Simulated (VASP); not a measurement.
TaF, 2 atoms in the cell. The structure is hexagonal, space group P-6m2 (No. 187). Conventional cell: a = 3.079 Å, b = 3.079 Å, c = 3.003 Å, α = 90.00°, β = 90.00°, γ = 120.00°. Ta (site symmetry -6m2) has 6 F at 2.33 Å and 8 Ta at 3.00 to 3.08 Å within 3.1 Å. F (site symmetry -6m2) has 6 Ta at 2.33 Å and 8 F at 3.00 to 3.08 Å within 3.1 Å. 

```yaml
Program: VASP 6.6.1
Task: single point
Functional: PBE
Potentials_or_basis: VASP PAW PBE potentials, release 64 (Ta_pv, F)
Cutoff: 520 eV
k_mesh: 6 × 6 × 6
Occupations: gaussian, width 0.1 eV
Spin: no spin polarisation
Dipole_correction: no
Further_INCAR_settings: ALGO = Normal; EDIFF = 1e-06; NBANDS = 16
```

Potentials or basis: VASP PAW PBE potentials, release 64 (Ta_pv, F).

Run with:

```bash
$ cat potpaw_PBE.64/Ta_pv/POTCAR potpaw_PBE.64/F/POTCAR > POTCAR
$ mpirun -np 1 vasp_std > vasp.out
```

Hardware: 1 thread of AMD EPYC 9R14 (Zen 4), with other jobs on the host.

Estimate the wall time of this run.

Wall time 13 s on 1 thread of AMD EPYC 9R14 (Zen 4) (shared host), peak memory 0.11 GiB. Counts: scf iterations 12, k points 28.
